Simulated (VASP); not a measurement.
# Si (R-3m) in VASP: notebook, part 2 of 2

VASP 6.6.1. Earlier steps stand in the parts before.

### 3 Single point, r2SCAN

This run uses another cell than the first one, of 21.08 Å³/atom.

File POSCAR:

```
Si
1.0
    1.8721823521      1.0809049850      3.4717377103
   -1.8721823521      1.0809049850      3.4717377103
    0.0000000000     -2.1618099699      3.4717377103
Si
2
Direct
    0.2275400000      0.2275400000      0.2275400000
    0.7724600000      0.7724600000      0.7724600000
```

File INCAR.step1:

```
SYSTEM = Si
PREC = Accurate
ENCUT = 550
ISMEAR = 0
SIGMA = 0.1
LREAL = .FALSE.
LASPH = .TRUE.
NELM = 120
NBANDS = 11
GGA = PE
ALGO = Normal
EDIFF = 1E-5
LWAVE = .TRUE.
LCHARG = .FALSE.
GGA_COMPAT = .FALSE.
```

File INCAR.step2:

```
SYSTEM = Si
PREC = Accurate
ENCUT = 550
EDIFF = 1E-6
ISMEAR = 0
SIGMA = 0.1
LREAL = .FALSE.
LASPH = .TRUE.
NELM = 120
ALGO = Normal
ISIF = 2
LWAVE = .FALSE.
LCHARG = .FALSE.
METAGGA = R2SCAN
LMIXTAU = .TRUE.
NBANDS = 11
ISTART = 1
GGA_COMPAT = .FALSE.
```

File KPOINTS:

```
regular mesh
0
G
  6 6 6
  0 0 0
```

Potentials or basis: VASP PAW PBE potentials, release 64 (Si).

Launch:

```bash
> cat potpaw_PBE.64/Si/POTCAR > POTCAR
> cp INCAR.step1 INCAR
> mpirun -np 1 vasp_std > vasp.out
> cp INCAR.step2 INCAR
> mpirun -np 1 vasp_std > vasp.out
```

OUTCAR:

```text
SYSTEM = Si
   PREC = Accurate
   ENCUT = 550
   EDIFF = 1E-6
   ISMEAR = 0
   LREAL = .FALSE.
   LASPH = .TRUE.
   NELM = 120
   ISIF = 2
   METAGGA = R2SCAN
   ISTART = 1

 ion  position               nearest neighbor table
   1  0.228  0.228  0.228-   2 2.51   2 2.51   2 2.51   2 3.09   2 3.09   2 3.09
   2  0.772  0.772  0.772-   1 2.51   1 2.51   1 2.51   1 3.09   1 3.09   1 3.09

  LATTYP: Found a trigonal (rhomboedric) cell.
 ALAT       =     4.0897903461
 COS(alpha) =     0.5808936906

  Lattice vectors:

 A1 = (   1.8721823521,   1.0809049850,   3.4717377103)
 A2 = (  -1.8721823521,   1.0809049850,   3.4717377103)
 A3 = (   0.0000000000,  -2.1618099699,   3.4717377103)

Analysis of symmetry for initial positions (statically):
=====================================================================
 Subroutine PRICEL returns:
 Original cell was already a primitive cell.

 Routine SETGRP: Setting up the symmetry group for a
 trigonal (rhombohedral) supercell.

 Subroutine GETGRP returns: Found 12 space group operations
 (whereof 12 operations were pure point group operations)
 out of a pool of 12 trial point group operations.

The static configuration has the point symmetry D_3d.

Analysis of symmetry for dynamics (positions and initial velocities):
=====================================================================
 Subroutine PRICEL returns:
 Original cell was already a primitive cell.

 Routine SETGRP: Setting up the symmetry group for a
 trigonal (rhombohedral) supercell.

 Subroutine GETGRP returns: Found 12 space group operations
 (whereof 12 operations were pure point group operations)
 out of a pool of 12 trial point group operations.

The dynamic configuration has the point symmetry D_3d.

 Subroutine INISYM returns: Found 12 space group operations
 (whereof 12 operations are pure point group operations),
 and found     1 'primitive' translations

----------------------------------------------------------------------------------------

                                     Primitive cell

  volume of cell :      42.1535

  direct lattice vectors                    reciprocal lattice vectors
     1.872182352  1.080904985  3.471737710     0.267068002  0.154191783  0.096013398
    -1.872182352  1.080904985  3.471737710    -0.267068002  0.154191783  0.096013398
     0.000000000 -2.161809970  3.471737710     0.000000000 -0.308383566  0.096013398

  length of vectors
     4.089790346  4.089790346  4.089790346     0.322984514  0.322984514  0.322984514

  position of ions in fractional coordinates (direct lattice)
     0.227540000  0.227540000  0.227540000
     0.772460000  0.772460000  0.772460000

  ion indices of the primitive-cell ions
   primitive index   ion index
                 1           1
                 2           2

----------------------------------------------------------------------------------------

 KPOINTS: regular mesh

Automatic generation of k-mesh.
 Grid dimensions read from file:
 generate k-points for:    6    6    6

 Generating k-lattice:

  Cartesian coordinates                     Fractional coordinates (reciprocal lattice)
     0.044511334  0.025698630  0.016002233     0.166666667  0.000000000 -0.000000000
[... 39 lines left out ...]
 -0.333333  0.500000  0.166667     12.000000
 [... further k-points ...]
   k-points           NKPTS =     32   k-points in BZ     NKDIM =     32   number of bands    NBANDS=     11
   number of dos      NEDOS =    301   number of ions     NIONS =      2
   total plane-waves  NPLWV =  32768
   dimension x,y,z NGX =    32 NGY =   32 NGZ =   32
   dimension x,y,z NGXF=    64 NGYF=   64 NGZF=   64
   ions per type =               2
   NGX,Y,Z   is equivalent  to a cutoff of  13.01, 13.01, 13.01 a.u.
   NGXF,Y,Z  is equivalent  to a cutoff of  26.02, 26.02, 26.02 a.u.
 SYSTEM =  Si
   PREC   = accura    normal or accurate (medium, high low for compatibility)
   ISTART =      1    job   : 0-new  1-cont  2-samecut
   ICHARG =      0    charge: 1-file 2-atom 10-const
   ISPIN  =      1    spin polarized calculation?
   LNONCOLLINEAR =      F non collinear calculations
   LSORBIT =      F    spin-orbit coupling
   LASPH  =      T    aspherical Exc in radial PAW
   ENCUT  =  550.0 eV  40.42 Ry    6.36 a.u.   7.82  7.82  7.82*2*pi/ulx,y,z
   NELM   =    120;   NELMIN=  2; NELMDL=  0     # of ELM steps
   EDIFF  = 0.1E-05   stopping-criterion for ELM
   LREAL  =      F    real-space projection
   EDIFFG = 0.1E-04   stopping-criterion for IOM
   NSW    =      0    number of steps for IOM
   IBRION =     -1    ionic relax: 0-MD 1-quasi-New 2-CG
   NFREE  =      0    steps in history (QN), initial steepest desc. (CG)
   ISIF   =      2    stress and relaxation
   ISYM   =      2    0-nonsym 1-usesym 2-fastsym
   POTIM  = 0.5000    time-step for ionic-motion
   TEBEG  =    0.0;   TEEND  =   0.0 temperature during run
   PSTRESS=    0.0 pullay stress
   NELECT =       8.0000    total number of electrons
   NUPDOWN=      -1.0000    fix difference up-down
   EMIN   =  10.00;   EMAX   =-10.00  energy-range for DOS
   EFERMI =   0.00;   METHOD = LEGACY
   ISMEAR =     0;   SIGMA  =   0.10  broadening in eV -4-tet -1-fermi 0-gaus
   EFERMI_NEDOS =   21; number of points for ismear=-14 and -15
   IALGO  =     38    algorithm
   IMIX   =      4    mixing-type and parameters
     AMIX     =   0.40;   BMIX     =  1.00
     AMIX_MAG =   1.60;   BMIX_MAG =  1.00
  volume/ion in A,a.u.               =      21.08       142.23
  Fermi-wavevector in a.u.,A,eV,Ry     =   0.940792  1.777839 12.042371  0.885089
  Thomas-Fermi vector in A             =   2.068239
   LORBIT       =      0    0 simple, 1 ext, 2 COOP (PROOUT), +10 PAW based schemes
   METAGGA = R2SCAN    functional components
   LHFCALC =     F    Hartree Fock is set to
   AEXX    =    0.0000 exact exchange contribution
   IVDW    =     0    specifies the selected vdW correction
   LEPSILON=     F    determine dielectric tensor
   LRPA    =     F    only Hartree local field effects (RPA)
 non-spin polarized calculation
 Gauss-broadening in eV      SIGMA  =   0.10
  energy-cutoff  :      550.00
  volume of cell :       42.15
 maximum number of plane-waves:      1248
   NGX = 15   NGY = 15   NGZ = 15

 number of electron       8.0000000 magnetization

 Free energy of the ion-electron system (eV)
  ---------------------------------------------------
  ext. energy  EPLUGINS =         0.00000000
  ---------------------------------------------------
  free energy    TOTEN  =       -16.02627274 eV

  energy without entropy =      -16.02091525  energy(sigma->0) =      -16.02359400

 E-fermi :   5.1229     XC(G=0): -10.0082

 val. band max:        5.1224376692   @ k =  -0.3333   0.1667   0.0000
 cond. band min:       5.4160183007   @ k =   0.5000   0.3333   0.3333
 fundamental gap:      0.2935806315
 Fermi energy:         5.1228599487

 k-point     1 :       0.0000    0.0000    0.0000
  band No.  band energies     occupation
      1      -6.6100      2.00000
      2       4.9006      1.99833
      3       5.4591      0.00000
      4       5.9028      0.00000
      5       5.9028      0.00000
      6       9.7663      0.00000
      7      10.6167      0.00000
      8      10.6167      0.00000
      9      12.9282      0.00000
     10      12.9282      0.00000
     11      13.8442      0.00000
[... 309 lines left out ...]
 k-point    24 :      -0.3333    0.5000    0.1667
  band No.  band energies     occupation
      1      -2.7332      2.00000
      2      -0.9034      2.00000
      3       0.9902      2.00000
      4       2.0314      2.00000
      5       5.7212      0.00000
      6      10.0248      0.00000
      7      10.6636      0.00000
      8      14.4822      0.00000
      9      14.8237      0.00000
     10      15.8827      0.00000
     11      18.1650      0.00000

 [... further k-points ...]

------------------------ aborting loop because EDIFF is reached ----------------------------------------

  FORCE on cell =-STRESS in cart. coord.  units (eV):
  Direction    XX          YY          ZZ          XY          YZ          ZX
  --------------------------------------------------------------------------------------
  -------------------------------------------------------------------------------------
  Total       -2.7028268     -2.7028268     -3.7928045      0.0000000     -0.0000000     -0.0000000
  in kB     -102.7294534   -102.7294534   -144.1574928      0.0000000     -0.0000000     -0.0000000
  external PRESSURE =    -116.5387999 kB  Pullay stress =       0.0000000 kB

 VOLUME and BASIS-vectors are now :
 -----------------------------------------------------------------------------
  energy-cutoff  :      550.00
  volume of cell :       42.15
      direct lattice vectors                 reciprocal lattice vectors
     1.872182352  1.080904985  3.471737710     0.267068002  0.154191783  0.096013398
    -1.872182352  1.080904985  3.471737710    -0.267068002  0.154191783  0.096013398
     0.000000000 -2.161809970  3.471737710     0.000000000 -0.308383566  0.096013398

 POSITION                                       TOTAL-FORCE (eV/Angst)
 -----------------------------------------------------------------------------------
      0.00000      0.00000      2.36988         0.000000     -0.000000     -0.455073
      0.00000      0.00000      8.04534         0.000000      0.000000      0.455073
 -----------------------------------------------------------------------------------
    total drift:                               -0.000000      0.000000     -0.000000

  FREE ENERGIE OF THE ION-ELECTRON SYSTEM (eV)
  ---------------------------------------------------
  free  energy   TOTEN  =       -16.0262727383 eV

  energy  without entropy=      -16.0209152549  energy(sigma->0) =      -16.02359400
```

Wall time 54 s (1 thread of Intel Xeon Platinum 8259CL at 2.50GHz (Skylake/Cascade Lake), shared host); peak memory 0.17 GiB.

Results:

```yaml
Free_energy: -16.0263 eV
Pressure: -11.7 GPa
Largest_force: 0.455 eV/Å
Band_gap_on_the_k_mesh: zero (bands 4 and 5 overlap by 2.58 eV)
```

Forces on the atoms (eV/Å):
```
Si   0.000  0.000 -0.455
Si   0.000  0.000  0.455
```

Stress tensor (GPa, compression positive):
```
-10.27   0.00   0.00
  0.00 -10.27   0.00
  0.00   0.00 -14.42
```

Levels at points of the mesh, in eV from the Fermi level:
```
           k point  band 1  band 2  band 3  band 4  band 5  band 6  band 7  band 8  band 9
(0.00, 0.00, 0.00)  -11.73   -0.22    0.34    0.78    0.78    4.64    5.49    5.49    7.81
(0.50, 0.00, 0.00)   -8.43   -7.58   -0.22   -0.18    1.96    3.16    3.18    3.18    9.96
(0.50, 0.50, 0.00)   -8.18   -5.76   -3.19   -2.24   -1.74    2.74    8.97   10.02   10.43
(0.50, 0.50, 0.50)   -9.79   -7.18    0.84    0.84    2.89    2.89    4.09    5.30   10.81
```

Caveat: the cell stands under tension; the PAW data sets were made with another functional, which shifts forces and pressure a little.

### 4 Single point, r2SCAN

This run uses another cell than the first one: it holds 3 atoms, not 2.

File POSCAR:

```
Si
1.0
    1.4668748391      0.8469005832      5.7539315250
   -1.4668748391      0.8469005832      5.7539315250
    0.0000000000     -1.6938011664      5.7539315250
Si
3
Direct
    0.0000000000      0.0000000000      0.0000000000
    0.2229737465      0.2229737465      0.2229737465
    0.7770262535      0.7770262535      0.7770262535
```

File INCAR.step1:

```
SYSTEM = Si
PREC = Accurate
ENCUT = 520
ISMEAR = 0
SIGMA = 0.1
LREAL = .False.
LASPH = .True.
NELM = 80
NBANDS = 13
GGA = PE
ALGO = Normal
EDIFF = 1E-4
LWAVE = .True.
LCHARG = .False.
```

File INCAR.step2:

```
SYSTEM = Si
PREC = Accurate
ENCUT = 520
EDIFF = 1E-6
ISMEAR = 0
SIGMA = 0.1
LREAL = .False.
LASPH = .True.
NELM = 80
ALGO = Normal
ISIF = 2
LWAVE = .False.
LCHARG = .False.
METAGGA = R2SCAN
LMIXTAU = .True.
NBANDS = 13
ISTART = 1
```

File KPOINTS:

```
regular mesh
0
Gamma
  6 6 6
  0 0 0
```

Launch:

```bash
> cat potpaw_PBE.64/Si/POTCAR > POTCAR
> cp INCAR.step1 INCAR
> mpirun -np 1 vasp_std > vasp.out
> cp INCAR.step2 INCAR
> mpirun -np 1 vasp_std > vasp.out
```

Wall time 7.2 min (1 thread of Intel Xeon 8259CL, shared host); peak memory 0.34 GiB.

The run converged. Its results:

- Free energy: -24.1886 eV
- Pressure: 0.0 GPa
- Band gap on the k mesh: zero (bands 6 and 7 overlap by 8.63 eV)

Forces in eV/Å, atoms in the order of the input:
```
Si   0.000  0.000  0.000
Si   0.000  0.000  0.003
Si   0.000  0.000 -0.003
```

Stress tensor (GPa, compression positive):
```
 0.05  0.00  0.00
 0.00  0.05  0.00
 0.00  0.00 -0.15
```

Levels at points of the mesh, in eV from the Fermi level:
| k point | band 2 | band 3 | band 4 | band 5 | band 6 | band 7 | band 8 | band 9 | band 10 | band 11 |
| --- | --- | --- | --- | --- | --- | --- | --- | --- | --- | --- |
| (0.00, 0.00, 0.00) | -10.96 | -10.86 | 2.40 | 2.52 | 5.64 | 5.64 | 6.00 | 6.00 | 8.12 | 8.12 |
| (0.50, 0.00, 0.00) | -9.03 | -6.76 | -6.34 | -3.79 | -3.18 | 1.59 | 1.76 | 4.08 | 4.60 | 5.42 |
| (0.50, 0.50, 0.00) | -9.11 | -7.51 | -7.40 | -2.41 | -1.20 | 0.63 | 2.67 | 2.74 | 3.74 | 4.74 |
| (0.50, 0.50, 0.50) | -14.29 | -5.99 | -4.43 | 5.08 | 5.08 | 6.80 | 6.80 | 8.25 | 8.25 | 9.46 |

Caveat: the k points lie up to 0.42 Å⁻¹ apart, too coarse for converged energies and pressures of a metal; the PAW data sets were made with another functional, which shifts forces and pressure a little.

### 5 Relaxation of cell and atoms, r2SCAN

This run uses another cell than the first one: it holds 3 atoms, not 2.

File POSCAR:

```
Si
1.0
    1.7934562557      1.0354524520      4.3567306450
   -1.7934562557      1.0354524520      4.3567306450
    0.0000000000     -2.0709049040      4.3567306450
Si
3
Direct
    0.0000000000      0.0000000000      0.0000000000
    0.2199021286      0.2199021286      0.2199021286
    0.7800978714      0.7800978714      0.7800978714
```

File INCAR.step1:

```
PREC = Accurate ; ENCUT = 600
ISMEAR = 0 ; SIGMA = 0.1
LREAL = F ; LASPH = T
NELM = 80 ; GGA = PE
ALGO = Normal ; EDIFF = 1E-4
LWAVE = T ; LCHARG = F
```

File INCAR.step2:

```
PREC = Accurate ; ENCUT = 600
EDIFF = 1E-6 ; ISMEAR = 0
SIGMA = 0.1 ; LREAL = F
LASPH = T ; NELM = 80
ALGO = Normal ; ISIF = 3
LWAVE = F ; LCHARG = F
METAGGA = R2SCAN ; LMIXTAU = T
IBRION = 2 ; NSW = 100
EDIFFG = -0.01 ; ISTART = 1
```

File KPOINTS:

```
Automatic mesh
0
Gamma
  15 15 15
```

Launch:

```bash
> cat potpaw_PBE.64/Si/POTCAR > POTCAR
> cp INCAR.step1 INCAR
> mpirun -np 1 vasp_std > vasp.out
> cp INCAR.step2 INCAR
> mpirun -np 1 vasp_std > vasp.out
```

Run time: 50 min. Hardware: 1 thread of Oxide Virtual Turin-like, shared host; peak memory 0.33 GiB.

Results (log left out):

```yaml
Free_energy: -24.7982 eV
Relaxed_volume: 16.17 Å³/atom
Relaxed_cell: a = 4.827 Å, b = 4.827 Å, c = 4.827 Å, α = 43.59°, β = 43.59°, γ = 43.59°
Space_group_after_relaxing_to_0.1_Å: R-3m (No. 166)
Energy_gained_by_relaxing: 0.0 meV/atom
Ionic_steps: 4
Pressure_after_relaxing: 0.0 GPa
Largest_force_after_relaxing: 0.005 eV/Å
Band_gap_on_the_k_mesh: zero (bands 6 and 7 overlap by 4.01 eV)
```

Forces on the atoms (eV/Å):
```
Si   0.000  0.000  0.000
Si   0.000  0.000 -0.005
Si   0.000  0.000  0.005
```

Final structure:
```xyz
3
Lattice="1.7921 1.0347 4.3607 -1.7921 1.0347 4.3607 0.0000 -2.0693 4.3607" Properties=species:S:1:pos:R:3 pbc="T T T"
Si    0.0000    0.0000   13.0821
Si    0.0000    0.0000    2.8761
Si    0.0000    0.0000   10.2060
```

Levels at points of the mesh, in eV from the Fermi level:
| k point | band 4 | band 5 | band 6 | band 7 | band 8 | band 9 |
| --- | --- | --- | --- | --- | --- | --- |
| (0.00, 0.00, 0.00) | -0.25 | -0.25 | 0.95 | 0.95 | 2.55 | 4.05 |

Caveat: the PAW data sets were made with another functional, which shifts forces and pressure a little.

### 6 The runs side by side

| task | cell | k mesh | cutoff (eV) | gap on the mesh (eV) | pressure (GPa) |
| --- | --- | --- | --- | --- | --- |
| single point | a = 3.663 Å, angles 56.6°, 2 atoms, atomic positions A | 6 × 6 × 6 | 550 | none | -0.1 |
| single point | a = 4.090 Å, angles 54.5°, 2 atoms, atomic positions B | 6 × 6 × 6 | 550 | none | -11.7 |
| single point | a = 5.998 Å, angles 28.3°, 3 atoms, atomic positions C | 6 × 6 × 6 | 520 | none | 0.0 |
| relaxation of cell and atoms | relaxed from a = 4.824 Å, angles 43.7°, 3 atoms, atomic positions D | 15 × 15 × 15 | 600 | none | 0.0 |

Alike in all rows: level r2SCAN; potentials or basis VASP PAW PBE potentials, release 64 (Si); no spin polarisation; smearing gaussian 0.1 eV.

Caveats: some runs use coarse meshes; the PAW data sets were made with another functional, which shifts forces and pressure a little; the cell stands under tension (at least some runs).

Absolute energies hang on the potentials; compare differences alone.
